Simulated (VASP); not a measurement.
# CaO (Fm-3m) in VASP: density of states with PBE

Aim: the density of states of CaO with PBE.

Program: VASP 6.6.1. These are calculated values, not measurements. Logs are shortened: lines on timing, memory, paths and dates and some standing lists are left out, and cuts for length are marked.

### 1 The cell of the first run

The structure is cubic, space group Fm-3m (No. 225). The conventional cell has a = 4.911 Å, b = 4.911 Å, c = 4.911 Å, α = 90.00°, β = 90.00°, γ = 90.00°. Ca (site symmetry m-3m) has 6 O at 2.46 Å within 3.2 Å. Within 3.2 Å of O (site symmetry m-3m) lie 6 Ca at 2.46 Å.

### 2 Density of states, PBE

POSCAR reads:

```
CaO
1.0
    0.0000000000      2.4552570000      2.4552570000
    2.4552570000      0.0000000000      2.4552570000
    2.4552570000      2.4552570000      0.0000000000
Ca O
1 1
Direct
    0.0000000000      0.0000000000      0.0000000000
    0.5000000000      0.5000000000      0.5000000000
```

INCAR.step1 reads:

```
ALGO = Normal ; EDIFF = 1E-7
ENCUT = 520 ; GGA = PE
ISIF = 2 ; ISMEAR = -1
LASPH = T ; LCHARG = T
LREAL = F ; LWAVE = F
NBANDS = 15 ; NELM = 100
PREC = Accurate ; SIGMA = 0.1
```

KPOINTS.step1 reads:

```
k-points
0
Gamma
  9 9 9
```

INCAR.step2 reads:

```
ALGO = Normal ; EDIFF = 1E-7
ENCUT = 520 ; GGA = PE
ICHARG = 11 ; ISIF = 2
ISMEAR = -5 ; LASPH = T
LCHARG = F ; LORBIT = 11
LREAL = F ; LWAVE = F
NEDOS = 2001 ; NELM = 100
PREC = Accurate ; SIGMA = 0.1
```

KPOINTS.step2 reads:

```
k-points
0
Gamma
  14 14 14
```

Potentials or basis: VASP PAW PBE potentials, release 64 (Ca_sv, O).

The run is started by

```bash
> cat potpaw_PBE.64/Ca_sv/POTCAR potpaw_PBE.64/O/POTCAR > POTCAR
> cp INCAR.step1 INCAR
> cp KPOINTS.step1 KPOINTS
> mpirun -np 1 vasp_std > vasp.out
> cp INCAR.step2 INCAR
> cp KPOINTS.step2 KPOINTS
> mpirun -np 1 vasp_std > vasp.out
```

OUTCAR:

```text
EDIFF = 1E-7
   ENCUT = 520
   GGA = PE
   ICHARG = 11
   ISIF = 2
   ISMEAR = -5
   LASPH = T
   LORBIT = 11
   LREAL = F
   NELM = 100
   PREC = Accurate

 ion  position               nearest neighbor table
   1  0.000  0.000  0.000-   2 2.46   2 2.46   2 2.46   2 2.46   2 2.46   2 2.46
   2  0.500  0.500  0.500-   1 2.46   1 2.46   1 2.46   1 2.46   1 2.46   1 2.46

  LATTYP: Found a face centered cubic cell.
 ALAT       =     4.9105140000

  Lattice vectors:

 A1 = (   0.0000000000,   2.4552570000,   2.4552570000)
 A2 = (   2.4552570000,   0.0000000000,   2.4552570000)
 A3 = (   2.4552570000,   2.4552570000,   0.0000000000)

Analysis of symmetry for initial positions (statically):
=====================================================================
 Subroutine PRICEL returns:
 Original cell was already a primitive cell.

 Routine SETGRP: Setting up the symmetry group for a
 face centered cubic supercell.

 Subroutine GETGRP returns: Found 48 space group operations
 (whereof 48 operations were pure point group operations)
 out of a pool of 48 trial point group operations.

The static configuration has the point symmetry O_h .

Analysis of symmetry for dynamics (positions and initial velocities):
=====================================================================
 Subroutine PRICEL returns:
 Original cell was already a primitive cell.

 Routine SETGRP: Setting up the symmetry group for a
 face centered cubic supercell.

 Subroutine GETGRP returns: Found 48 space group operations
 (whereof 48 operations were pure point group operations)
 out of a pool of 48 trial point group operations.

The dynamic configuration has the point symmetry O_h .

 Subroutine INISYM returns: Found 48 space group operations
 (whereof 48 operations are pure point group operations),
 and found     1 'primitive' translations

----------------------------------------------------------------------------------------

                                     Primitive cell

  volume of cell :      29.6020

  direct lattice vectors                    reciprocal lattice vectors
     0.000000000  2.455257000  2.455257000    -0.203644669  0.203644669  0.203644669
     2.455257000  0.000000000  2.455257000     0.203644669 -0.203644669  0.203644669
     2.455257000  2.455257000  0.000000000     0.203644669  0.203644669 -0.203644669

  length of vectors
     3.472257749  3.472257749  3.472257749     0.352722914  0.352722914  0.352722914

  position of ions in fractional coordinates (direct lattice)
     0.000000000  0.000000000  0.000000000
     0.500000000  0.500000000  0.500000000

  ion indices of the primitive-cell ions
   primitive index   ion index
                 1           1
                 2           2

----------------------------------------------------------------------------------------

 KPOINTS: k-points

Automatic generation of k-mesh.
 Grid dimensions read from file:
 generate k-points for:   14   14   14

 Generating k-lattice:

  Cartesian coordinates                     Fractional coordinates (reciprocal lattice)
    -0.014546048  0.014546048  0.014546048     0.071428571  0.000000000  0.000000000
     0.014546048 -0.014546048  0.014546048     0.000000000  0.071428571  0.000000000
     0.014546048  0.014546048 -0.014546048     0.000000000  0.000000000  0.071428571

  Length of vectors
     0.025194494  0.025194494  0.025194494

  Shift w.r.t. Gamma in fractional coordinates (k-lattice)
     0.000000000  0.000000000  0.000000000

 TETIRR: Found    389 inequivalent tetrahedra from    16464

 Subroutine IBZKPT returns following result:
 ===========================================

 Found    104 irreducible k-points:

 Following reciprocal coordinates:
            Coordinates               Weight
  0.000000  0.000000  0.000000      1.000000
  0.071429  0.000000  0.000000      8.000000
  0.142857  0.000000  0.000000      8.000000
  0.214286  0.000000  0.000000      8.000000
  0.285714  0.000000  0.000000      8.000000
  0.357143  0.000000  0.000000      8.000000
[... 16 lines left out ...]
  0.214286  0.142857  0.000000     24.000000
  0.285714  0.142857  0.000000     24.000000
 [... further k-points ...]
   k-points           NKPTS =    104   k-points in BZ     NKDIM =    104   number of bands    NBANDS=     12
   number of dos      NEDOS =   2001   number of ions     NIONS =      2
   total plane-waves  NPLWV =  21952
   dimension x,y,z NGX =    28 NGY =   28 NGZ =   28
   dimension x,y,z NGXF=    56 NGYF=   56 NGZF=   56
   ions per type =               1   1
   NGX,Y,Z   is equivalent  to a cutoff of  13.41, 13.41, 13.41 a.u.
   NGXF,Y,Z  is equivalent  to a cutoff of  26.81, 26.81, 26.81 a.u.
 SYSTEM =  unknown system
   PREC   = accura    normal or accurate (medium, high low for compatibility)
   ISTART =      0    job   : 0-new  1-cont  2-samecut
   ICHARG =     11    charge: 1-file 2-atom 10-const
   ISPIN  =      1    spin polarized calculation?
   LNONCOLLINEAR =      F non collinear calculations
   LSORBIT =      F    spin-orbit coupling
   LASPH  =      T    aspherical Exc in radial PAW
   ENCUT  =  520.0 eV  38.22 Ry    6.18 a.u.   6.46  6.46  6.46*2*pi/ulx,y,z
   NELM   =    100;   NELMIN=  2; NELMDL=  0     # of ELM steps
   EDIFF  = 0.1E-06   stopping-criterion for ELM
   LREAL  =      F    real-space projection
   EDIFFG = 0.1E-05   stopping-criterion for IOM
   NSW    =      0    number of steps for IOM
   IBRION =     -1    ionic relax: 0-MD 1-quasi-New 2-CG
   NFREE  =      0    steps in history (QN), initial steepest desc. (CG)
   ISIF   =      2    stress and relaxation
   ISYM   =      2    0-nonsym 1-usesym 2-fastsym
   POTIM  = 0.5000    time-step for ionic-motion
   TEBEG  =    0.0;   TEEND  =   0.0 temperature during run
   PSTRESS=    0.0 pullay stress
   NELECT =      16.0000    total number of electrons
   NUPDOWN=      -1.0000    fix difference up-down
   EMIN   =  10.00;   EMAX   =-10.00  energy-range for DOS
   EFERMI =   0.00;   METHOD = LEGACY
   ISMEAR =    -5;   SIGMA  =   0.10  broadening in eV -4-tet -1-fermi 0-gaus
   EFERMI_NEDOS =   21; number of points for ismear=-14 and -15
   IALGO  =     38    algorithm
   IMIX   =      4    mixing-type and parameters
     AMIX     =   0.40;   BMIX     =  1.00
     AMIX_MAG =   1.60;   BMIX_MAG =  1.00
  volume/ion in A,a.u.               =      14.80        99.88
  Fermi-wavevector in a.u.,A,eV,Ry     =   1.333546  2.520036 24.195837  1.778344
  Thomas-Fermi vector in A             =   2.462396
   LORBIT       =     11    0 simple, 1 ext, 2 COOP (PROOUT), +10 PAW based schemes
   GGA     = PE    functional components
   LHFCALC =     F    Hartree Fock is set to
   AEXX    =    0.0000 exact exchange contribution
   IVDW    =     0    specifies the selected vdW correction
   LEPSILON=     F    determine dielectric tensor
   LRPA    =     F    only Hartree local field effects (RPA)
 non-spin polarized calculation
 Fermi weights with tetrahedron method with Bloechl corrections
  energy-cutoff  :      520.00
  volume of cell :       29.60
 maximum number of plane-waves:       821
 NGX is ok and might be reduce to    28

 number of electron      16.0000005 magnetization

 Free energy of the ion-electron system (eV)
  ---------------------------------------------------
  ext. energy  EPLUGINS =         0.00000000
  ---------------------------------------------------
  free energy    TOTEN  =       -12.78961978 eV

  energy without entropy =      -12.78961978  energy(sigma->0) =      -12.78961978

 E-fermi :   2.0024     XC(G=0): -10.1666

 val. band max:        1.9976330097   @ k =   0.0000   0.0000   0.0000
 cond. band min:       5.6420378925   @ k =   0.5000   0.5000   0.0000
 fundamental gap:      3.6444048828
 Fermi energy:         2.0024233795

 k-point     1 :       0.0000    0.0000    0.0000
  band No.  band energies     occupation
      1     -35.9091      2.00000
      2     -16.7138      2.00000
      3     -16.7138      2.00000
      4     -16.7138      2.00000
      5     -13.4125      2.00000
      6       1.9976      2.00000
      7       1.9976      2.00000
      8       1.9976      2.00000
      9       6.2089      0.00000
     10       8.0594      0.00000
     11       8.0594      0.00000
     12       8.0594      0.00000

 k-point     2 :       0.0714    0.0000    0.0000
  band No.  band energies     occupation
      1     -35.9053      2.00000
      2     -16.7669      2.00000
      3     -16.7161      2.00000
      4     -16.7161      2.00000
      5     -13.3550      2.00000
      6       1.8096      2.00000
      7       1.9327      2.00000
      8       1.9327      2.00000
      9       6.4490      0.00000
     10       8.0385      0.00000
     11       8.1407      0.00000
     12       8.1407      0.00000

 k-point     3 :       0.1429    0.0000    0.0000
  band No.  band energies     occupation
      1     -35.8948      2.00000
      2     -16.9071      2.00000
      3     -16.7225      2.00000
      4     -16.7225      2.00000
      5     -13.2024      2.00000
      6       1.3533      2.00000
      7       1.7590      2.00000
      8       1.7590      2.00000
      9       7.0558      0.00000
     10       8.0135      0.00000
     11       8.3743      0.00000
     12       8.3743      0.00000
[... 286 lines left out ...]
 k-point    23 :       0.2143    0.1429    0.0000
  band No.  band energies     occupation
      1     -35.8787      2.00000
      2     -17.0136      2.00000
      3     -16.7644      2.00000
      4     -16.7588      2.00000
      5     -13.0611      2.00000
      6       0.7458      2.00000
      7       1.7145      2.00000
      8       1.7533      2.00000
      9       7.2744      0.00000
     10       7.5883      0.00000
     11       9.0363      0.00000
     12       9.0703      0.00000

 k-point    24 :       0.2857    0.1429    0.0000
  band No.  band energies     occupation
      1     -35.8638      2.00000
      2     -17.1578      2.00000
      3     -16.7784      2.00000
      4     -16.7689      2.00000
      5     -12.9185      2.00000
      6       0.4383      2.00000
      7       1.4567      2.00000
      8       1.5779      2.00000
      9       7.2851      0.00000
     10       8.2554      0.00000
     11       9.3611      0.00000
     12       9.4668      0.00000

 [... further k-points ...]
[... 5 lines left out ...]
  --------------------------------------------------------------------------------------
  -------------------------------------------------------------------------------------
  Total       -0.7782101     -0.7782101     -0.7782101      0.0000000     -0.0000000      0.0000000
  in kB      -42.1198290    -42.1198290    -42.1198290      0.0000000     -0.0000000      0.0000000
  external PRESSURE =     -42.1198290 kB  Pullay stress =       0.0000000 kB

 VOLUME and BASIS-vectors are now :
 -----------------------------------------------------------------------------
  energy-cutoff  :      520.00
  volume of cell :       29.60
      direct lattice vectors                 reciprocal lattice vectors
     0.000000000  2.455257000  2.455257000    -0.203644669  0.203644669  0.203644669
     2.455257000  0.000000000  2.455257000     0.203644669 -0.203644669  0.203644669
     2.455257000  2.455257000  0.000000000     0.203644669  0.203644669 -0.203644669

 POSITION                                       TOTAL-FORCE (eV/Angst)
 -----------------------------------------------------------------------------------
      0.00000      0.00000      0.00000        -0.000000     -0.000000      0.000000
      2.45526      2.45526      2.45526         0.000000      0.000000     -0.000000
 -----------------------------------------------------------------------------------
    total drift:                                0.000000      0.000000     -0.000000

  FREE ENERGIE OF THE ION-ELECTRON SYSTEM (eV)
  ---------------------------------------------------
  free  energy   TOTEN  =       -12.7896197807 eV

  energy  without entropy=      -12.7896197807  energy(sigma->0) =      -12.78961978

 total charge

# of ion       s       p       d       tot
------------------------------------------
    1        2.036   5.871   0.271   8.178
    2        1.548   3.426   0.000   4.975
--------------------------------------------------
tot          3.585   9.298   0.271  13.153
```

Run time: 44 s. Hardware: 1 thread of Intel Xeon 6975P-C, shared host; peak memory 0.18 GiB.

Results:

| Item | Value |
| --- | --- |
| Valence electrons inside the program's atomic spheres | Ca 8.18; O 4.97 |
